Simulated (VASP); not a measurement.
The system is CdTe.

```
Te Cd
1.0
     0.00000    3.20500    3.20500
     3.20500    0.00000    3.20500
     3.20500    3.20500    0.00000
Te Cd
1 1
Direct
  0.75000 0.75000 0.75000
  0.00000 0.00000 0.00000
```

| Property | Result |
| --- | --- |
| Program | VASP 6.6.1 |
| Task | relaxation of cell and atoms |
| Functional | BLYP |
| Dispersion | D3(BJ) |
| Potentials or basis | VASP PAW PBE potentials, release 64 (Te, Cd) |
| Cutoff | 600 eV |
| k mesh | 7 × 7 × 7 |
| Occupations | fermi-dirac, width 0.05 eV |
| Spin | no spin polarisation |

At the start: pressure 2.4 GPa; volume 32.92 Å³/atom.

**Question.** Where does the relaxation end?

**Answer.** Over 3 steps the energy falls by 12.9 meV/atom and the volume is 34.72 Å³/atom (+5.5 %); space group F-43m (No. 216, to 0.1 Å) before and after.

Step by step:
| step | energy change (eV) | largest force (eV/Å) | pressure (GPa) | volume (Å³) |
| --- | --- | --- | --- | --- |
| 1 | 0.0000 | 0.0000 | 2.42 | 65.84 |
| 2 | -0.0230 | 0.0000 | -0.68 | 70.69 |
| 3 | -0.0257 | 0.0000 | 0.00 | 69.43 |

Final structure:
```yaml
crystal:
  lattice:
    - [0.00000, 3.26220, 3.26220]
    - [3.26220, 0.00000, 3.26220]
    - [3.26220, 3.26220, 0.00000]
  atoms:
    - { symbol: Te, position: [0.75000, 0.75000, 0.75000] }
    - { symbol: Cd, position: [0.00000, 0.00000, 0.00000] }
```

Caveat: the PAW data sets were made with another functional, which shifts forces and pressure a little.
